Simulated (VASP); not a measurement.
# CuSi16H4 in VASP: single point with PBEsol

Aim: the single point of CuSi16H4 with PBEsol.

Everything below comes from runs of VASP 6.6.1. Logs are shortened: lines on timing, memory, paths and dates and some standing lists are left out, and cuts for length are marked.

## 1. The cell of the first run

The cell holds a slab with vacuum, 21 atoms: a = 7.679 Å, b = 7.679 Å, c = 17.419 Å, α = 90.00°, β = 90.00°, γ = 60.00°.

## 2. Single point, PBEsol, collinear spin

INCAR

```
  ALGO = Normal
  EDIFF = 1E-6
  ENCUT = 520
  GGA = PS
  ISIF = 2
  ISMEAR = -1
  ISPIN = 2
  LASPH = T
  LCHARG = F
  LMAXMIX = 4
  LORBIT = 11
  LREAL = Auto
  LWAVE = F
  MAGMOM = 0 0 0 0 0 0 0 0 0 0 0 0 0 0 0 0 0 0 0 0 1
  NBANDS = 60
  NELM = 150
  PREC = Accurate
  SIGMA = 0.05
```

KPOINTS

```
k-points
0
Gamma
  2 2 1
```

POSCAR

```
CuSi16H4
1.0
    7.6791800000      0.0000000000      0.0000000000
    3.8395900000      6.6503650000      0.0000000000
    0.0000000000      0.0000000000     17.4187650000
H Si Cu
4 16 1
Direct
    0.1666667000      0.1666667000      0.0574094000
    0.6666667000      0.1666667000      0.0574094000
    0.1666667000      0.6666667000      0.0574094000
    0.6666667000      0.6666667000      0.0574094000
    0.1666667000      0.1666667000      0.1435234000
    0.6666667000      0.1666667000      0.1435234000
    0.1666667000      0.6666667000      0.1435234000
    0.6666667000      0.6666667000      0.1435234000
   -0.1666897496      0.3333701270      0.1865316220
    0.3333921652      0.3332292192      0.1864722118
   -0.1667449999      0.8333352915      0.1864112871
    0.3334185600      0.8333302427      0.1864240936
   -0.1667133819      0.3333967368      0.3222486862
    0.3342685026      0.3314746858      0.3217076141
   -0.1683035440      0.8340820767      0.3216452706
    0.3342440138      0.8340913817      0.3216634988
    0.0005752091     -0.0011434684      0.3607084217
    0.5001091506     -0.0001678223      0.3662364459
    0.0006513170      0.5005132250      0.3607599430
    0.4988190665      0.5005224143      0.3607802215
    0.5034463970      0.9944913537      0.4905695888
```

Potentials or basis: VASP PAW PBE potentials, release 64 (H, Si, Cu).

The run is started by

```console
> cat potpaw_PBE.64/H/POTCAR potpaw_PBE.64/Si/POTCAR potpaw_PBE.64/Cu/POTCAR > POTCAR
> mpirun -np 1 vasp_std > vasp.out
```

OUTCAR:

```text
EDIFF = 1E-6
   ENCUT = 520
   GGA = PS
   ISIF = 2
   ISMEAR = -1
   ISPIN = 2
   LASPH = T
   LORBIT = 11
   LREAL = Auto
   NELM = 150
   PREC = Accurate

 ion  position               nearest neighbor table
   1  0.167  0.167  0.057-   5 1.50
   2  0.667  0.167  0.057-   6 1.50
   3  0.167  0.667  0.057-   7 1.50
   4  0.667  0.667  0.057-   8 1.50
   5  0.167  0.167  0.144-   1 1.50  10 2.34  12 2.34   9 2.34
   6  0.667  0.167  0.144-   2 1.50  10 2.34  11 2.34   9 2.34
   7  0.167  0.667  0.144-   3 1.50  11 2.34  12 2.34  10 2.34
   8  0.667  0.667  0.144-   4 1.50  11 2.34  12 2.34   9 2.34
   9  0.833  0.333  0.187-   8 2.34   6 2.34   5 2.34  13 2.36
  10  0.333  0.333  0.186-   6 2.34   5 2.34   7 2.34  14 2.36
  11  0.833  0.833  0.186-   8 2.34   6 2.34   7 2.34  15 2.36
  12  0.333  0.833  0.186-   8 2.34   5 2.34   7 2.34  16 2.36
  13  0.833  0.333  0.322-  19 2.32  20 2.32  17 2.32   9 2.36
  14  0.334  0.331  0.322-  20 2.32  19 2.32  18 2.34  10 2.36
  15  0.832  0.834  0.322-  19 2.32  17 2.32  18 2.34  11 2.36
  16  0.334  0.834  0.322-  20 2.32  17 2.32  18 2.34  12 2.36
  17  0.001  0.999  0.361-  15 2.32  16 2.32  13 2.32
  18  0.500  1.000  0.366-  21 2.17  14 2.34  15 2.34  16 2.34
  19  0.001  0.501  0.361-  14 2.32  15 2.32  13 2.32
  20  0.499  0.501  0.361-  14 2.32  16 2.32  13 2.32
  21  0.503  0.994  0.491-  18 2.17

  LATTYP: Found a hexagonal cell.
 ALAT       =     7.6791800344
 C/A-ratio  =     2.2683105386

  Lattice vectors:

 A1 = (  -3.8395900000,  -6.6503650000,   0.0000000000)
 A2 = (   7.6791800000,   0.0000000000,   0.0000000000)
 A3 = (   0.0000000000,   0.0000000000,  17.4187650000)

Analysis of symmetry for initial positions (statically):
=====================================================================
 Subroutine PRICEL returns:
 Original cell was already a primitive cell.

 Routine SETGRP: Setting up the symmetry group for a
 hexagonal supercell.

 Subroutine GETGRP returns: Found  1 space group operations
 (whereof  1 operations were pure point group operations)
 out of a pool of 24 trial point group operations.

The static configuration has the point symmetry C_1 .

Analysis of symmetry for dynamics (positions and initial velocities):
=====================================================================
 Subroutine PRICEL returns:
 Original cell was already a primitive cell.

 Routine SETGRP: Setting up the symmetry group for a
 hexagonal supercell.

 Subroutine GETGRP returns: Found  1 space group operations
 (whereof  1 operations were pure point group operations)
 out of a pool of 24 trial point group operations.

The dynamic configuration has the point symmetry C_1 .

Analysis of structural, dynamic, and magnetic symmetry:
=====================================================================
 Subroutine PRICEL returns:
 Original cell was already a primitive cell.

 Routine SETGRP: Setting up the symmetry group for a
 hexagonal supercell.

 Subroutine GETGRP returns: Found  1 space group operations
 (whereof  1 operations were pure point group operations)
 out of a pool of 24 trial point group operations.

The overall configuration has the point symmetry C_1 .

 Subroutine INISYM returns: Found  1 space group operations
 (whereof  1 operations are pure point group operations),
 and found     1 'primitive' translations

----------------------------------------------------------------------------------------

                                     Primitive cell

  volume of cell :     889.5650

  direct lattice vectors                    reciprocal lattice vectors
     7.679180000  0.000000000  0.000000000     0.130222237 -0.075183843  0.000000000
     3.839590000  6.650365000  0.000000000     0.000000000  0.150367687  0.000000000
     0.000000000  0.000000000 17.418765000     0.000000000  0.000000000  0.057409351

  length of vectors
     7.679180000  7.679180034 17.418765000     0.150367687  0.150367687  0.057409351

  position of ions in fractional coordinates (direct lattice)
[... 73 lines left out ...]
            Coordinates               Weight
  0.000000  0.000000  0.000000      1.000000
  0.500000 -0.000000  0.000000      1.000000
  0.500000  0.500000  0.000000      1.000000
  0.000000  0.500000  0.000000      1.000000
   k-points           NKPTS =      4   k-points in BZ     NKDIM =      4   number of bands    NBANDS=     60
   number of dos      NEDOS =    301   number of ions     NIONS =     21
   total plane-waves  NPLWV = 504000
   dimension x,y,z NGX =    60 NGY =   60 NGZ =  140
   dimension x,y,z NGXF=   120 NGYF=  120 NGZF=  280
   ions per type =               4  16   1
   NGX,Y,Z   is equivalent  to a cutoff of  12.99, 12.99, 13.36 a.u.
   NGXF,Y,Z  is equivalent  to a cutoff of  25.98, 25.98, 26.72 a.u.
 SYSTEM =  unknown system
   PREC   = accura    normal or accurate (medium, high low for compatibility)
   ISTART =      0    job   : 0-new  1-cont  2-samecut
   ICHARG =      2    charge: 1-file 2-atom 10-const
   ISPIN  =      2    spin polarized calculation?
   LNONCOLLINEAR =      F non collinear calculations
   LSORBIT =      F    spin-orbit coupling
   LASPH  =      T    aspherical Exc in radial PAW
   ENCUT  =  520.0 eV  38.22 Ry    6.18 a.u.  14.28 14.28 32.39*2*pi/ulx,y,z
   NELM   =    150;   NELMIN=  2; NELMDL= -5     # of ELM steps
   EDIFF  = 0.1E-05   stopping-criterion for ELM
   LREAL  =      T    real-space projection
   EDIFFG = 0.1E-04   stopping-criterion for IOM
   NSW    =      0    number of steps for IOM
[... 5 lines left out ...]
   TEBEG  =    0.0;   TEEND  =   0.0 temperature during run
   PSTRESS=    0.0 pullay stress
   NELECT =      79.0000    total number of electrons
   NUPDOWN=      -1.0000    fix difference up-down
   EMIN   =  10.00;   EMAX   =-10.00  energy-range for DOS
   EFERMI =   0.00;   METHOD = LEGACY
   ISMEAR =    -1;   SIGMA  =   0.05  broadening in eV -4-tet -1-fermi 0-gaus
   EFERMI_NEDOS =   21; number of points for ismear=-14 and -15
   IALGO  =     38    algorithm
   IMIX   =      4    mixing-type and parameters
     AMIX     =   0.40;   BMIX     =  1.00
     AMIX_MAG =   1.60;   BMIX_MAG =  1.00
  volume/ion in A,a.u.               =      42.36       285.86
  Fermi-wavevector in a.u.,A,eV,Ry     =   0.730395  1.380247  7.258399  0.533477
  Thomas-Fermi vector in A             =   1.822355
   LORBIT       =     11    0 simple, 1 ext, 2 COOP (PROOUT), +10 PAW based schemes
   GGA     = PS    functional components
   LHFCALC =     F    Hartree Fock is set to
   AEXX    =    0.0000 exact exchange contribution
   IVDW    =     0    specifies the selected vdW correction
   LEPSILON=     F    determine dielectric tensor
   LRPA    =     F    only Hartree local field effects (RPA)
 spin polarized calculation
  energy-cutoff  :      520.00
  volume of cell :      889.57
 maximum number of plane-waves:     23990
 NGX is ok and might be reduce to    60
   NGX = 29   NGY = 29   NGZ = 65

 number of electron      79.0000002 magnetization       2.9910457

 Free energy of the ion-electron system (eV)
  ---------------------------------------------------
  ext. energy  EPLUGINS =         0.00000000
  ---------------------------------------------------
  free energy    TOTEN  =      -101.51426148 eV

  energy without entropy =     -101.51040611  energy(sigma->0) =     -101.51233380

 E-fermi :  -0.3870     XC(G=0):  -4.6502

 val. band max:       -0.6571256850   @ k =   0.5000  -0.0000   0.0000
 cond. band min:      -0.1654595541   @ k =   0.0000   0.0000   0.0000
 fundamental gap:      0.4916661309
 Fermi energy:        -0.3870415952

 spin component 1

 k-point     1 :       0.0000    0.0000    0.0000
  band No.  band energies     occupation
      1     -12.0490      1.00000
      2     -10.8552      1.00000
      3      -9.8337      1.00000
      4      -9.8296      1.00000
      5      -9.8276      1.00000
      6      -9.0117      1.00000
[... 205 lines left out ...]
     50       2.7064      0.00000
     51       2.9529      0.00000
 Fermi energy:        -0.3870415952

 spin component 2

 k-point     1 :       0.0000    0.0000    0.0000
  band No.  band energies     occupation
      1     -11.9178      1.00000
      2     -10.7312      1.00000
      3      -9.7191      1.00000
      4      -9.7038      1.00000
      5      -9.7018      1.00000
      6      -8.9412      1.00000
[... 205 lines left out ...]
     50       2.9662      0.00000
     51       3.1689      0.00000
 [bands above 51 left out]

------------------------ aborting loop because EDIFF is reached ----------------------------------------

  FORCE on cell =-STRESS in cart. coord.  units (eV):
  Direction    XX          YY          ZZ          XY          YZ          ZX
  --------------------------------------------------------------------------------------
  -------------------------------------------------------------------------------------
  Total        3.8279010      3.8138586      0.9921653     -0.0010753      0.0323269     -0.0040207
  in kB        6.8943542      6.8690628      1.7869687     -0.0019367      0.0582233     -0.0072416
  external PRESSURE =       5.1834619 kB  Pullay stress =       0.0000000 kB

 VOLUME and BASIS-vectors are now :
 -----------------------------------------------------------------------------
  energy-cutoff  :      520.00
  volume of cell :      889.57
      direct lattice vectors                 reciprocal lattice vectors
     7.679180000  0.000000000  0.000000000     0.130222237 -0.075183843  0.000000000
     3.839590000  6.650365000  0.000000000     0.000000000  0.150367687  0.000000000
     0.000000000  0.000000000 17.418765000     0.000000000  0.000000000  0.057409351

 POSITION                                       TOTAL-FORCE (eV/Angst)
 -----------------------------------------------------------------------------------
      1.91980      1.10839      1.00000        -0.010380      0.007088     -0.152800
      5.75939      1.10839      1.00000         0.010345      0.007328     -0.152887
      3.83959      4.43358      1.00000         0.000492     -0.003230     -0.132091
      7.67918      4.43358      1.00000        -0.000224     -0.013173     -0.153294
      1.91980      1.10839      2.50000         0.003394     -0.003813      0.118886
      5.75939      1.10839      2.50000        -0.003042     -0.003773      0.117627
[... 13 lines left out ...]
      5.75232      3.32866      6.28435         0.006250      0.002551      0.008117
      7.68449      6.61373      8.54512        -0.000300      0.003867      0.019131
 -----------------------------------------------------------------------------------
    total drift:                               -0.000208      0.001723     -0.012246

  FREE ENERGIE OF THE ION-ELECTRON SYSTEM (eV)
  ---------------------------------------------------
  free  energy   TOTEN  =      -101.5142614818 eV

  energy  without entropy=     -101.5104061127  energy(sigma->0) =     -101.51233380

 total charge

# of ion       s       p       d       tot
------------------------------------------
    1        0.548   0.013   0.000   0.562
    2        0.548   0.013   0.000   0.562
    3        0.548   0.013   0.000   0.562
    4        0.548   0.013   0.000   0.562
    5        0.739   0.981   0.000   1.720
    6        0.739   0.981   0.000   1.720
[... 13 lines left out ...]
   20        0.777   0.892   0.000   1.669
   21        0.531   0.076   9.316   9.922
--------------------------------------------------
tot         14.718  15.307   9.316  39.340

 magnetization (x)

# of ion       s       p       d       tot
------------------------------------------
    1        0.008   0.000   0.000   0.009
    2        0.008   0.000   0.000   0.009
    3        0.003  -0.000   0.000   0.003
    4        0.008   0.000   0.000   0.009
    5        0.006   0.016   0.000   0.022
    6        0.006   0.016   0.000   0.022
[... 13 lines left out ...]
   20        0.031   0.199   0.000   0.230
   21       -0.002   0.003   0.013   0.014
--------------------------------------------------
tot          0.179   0.803   0.013   0.995
```

Wall time 62 min (1 thread of Intel Xeon 8259CL, shared host); peak memory 1.5 GiB.

What came out:

```yaml
Free_energy: -101.5143 eV
Largest_force: 0.189 eV/Å
Band_gap_on_the_k_mesh: 0.49 eV (least direct gap 0.51 eV)
Net_moment: 2.99 μB per cell
Site_moments: H +0.01, +0.00 (each value once); Si +0.02, -0.00, +0.06, +0.04, +0.01, +0.23 (each value once); Cu +0.01 μB
Valence_electrons_inside_the_program's_atomic_spheres: H 0.56; Si 1.72, 1.70, 1.69, 1.67 (each value once); Cu 9.92
```

Forces in eV/Å, atoms in the order of the input:
```
H   -0.010  0.007 -0.153
H    0.010  0.007 -0.153
H    0.000 -0.003 -0.132
H    0.000 -0.013 -0.153
Si   0.003 -0.004  0.119
Si  -0.003 -0.004  0.118
Si   0.000 -0.001  0.189
Si   0.000  0.003  0.112
Si   0.000 -0.002  0.003
Si  -0.001 -0.008 -0.003
Si   0.001  0.005  0.005
Si   0.000  0.006  0.004
Si   0.000 -0.004  0.007
Si   0.000  0.003  0.009
Si   0.001  0.003 -0.005
Si  -0.002  0.003 -0.003
Si  -0.001 -0.001  0.008
Si   0.001 -0.007 -0.007
Si  -0.006  0.003  0.009
Si   0.006  0.003  0.008
Cu   0.000  0.004  0.019
```

Caveat: the k points lie up to 0.47 Å⁻¹ apart; there is no dipole correction, which matters where the two faces differ; the PAW data sets were made with another functional, which shifts forces and pressure a little.
